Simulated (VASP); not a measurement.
Input of a VASP 6.6.1 run:

Contents of INCAR:

```
ALGO = Normal ; DIPOL = 0.5 0.5 0.502
EDIFF = 1E-6 ; EDIFFG = -0.03
ENCUT = 520 ; GGA = PS
IBRION = 2 ; IDIPOL = 3
ISIF = 2 ; ISMEAR = 0
LASPH = T ; LCHARG = F
LDIPOL = T ; LREAL = F
LWAVE = F ; NELM = 60
NSW = 90 ; PREC = Accurate
SIGMA = 0.1
```

Contents of KPOINTS:

```
k-points
0
Gamma
  10 10 1
```

File POSCAR:

```
Ti4O
1.0
    2.8679135958      0.0000000000      0.0000000000
    0.0000000000      2.8679135958      0.0000000000
    0.0000000000      0.0000000000     25.0837634544
Ti O
4 1
Selective dynamics
Direct
    0.5000000000      0.5000000000      0.3388646212  F F F
    0.0000000000      0.0000000000      0.4197105897  F F F
    0.5000000000      0.5000000000      0.5045747292  T T T
    0.0000000000      0.0000000000      0.5792204640  T T T
    0.0000000000      0.0000000000      0.6693185868  T T T
```

Potentials or basis: VASP PAW PBE potentials, release 64 (Ti_sv, O).

Run with:

```sh
$ cat potpaw_PBE.64/Ti_sv/POTCAR potpaw_PBE.64/O/POTCAR > POTCAR
$ mpirun -np 1 vasp_std > vasp.out
```

Estimate the band gap on the k mesh.

zero (bands 27 and 28 overlap by 0.50 eV).

Final structure:
```
Ti O
1.0
     2.86791    0.00000    0.00000
     0.00000    2.86791    0.00000
     0.00000    0.00000   25.08376
Ti O
4 1
Direct
  0.50000 0.50000 0.33886
  0.00000 0.00000 0.41971
  0.50000 0.50000 0.50011
  0.00000 0.00000 0.59010
  0.00000 0.00000 0.65381
```
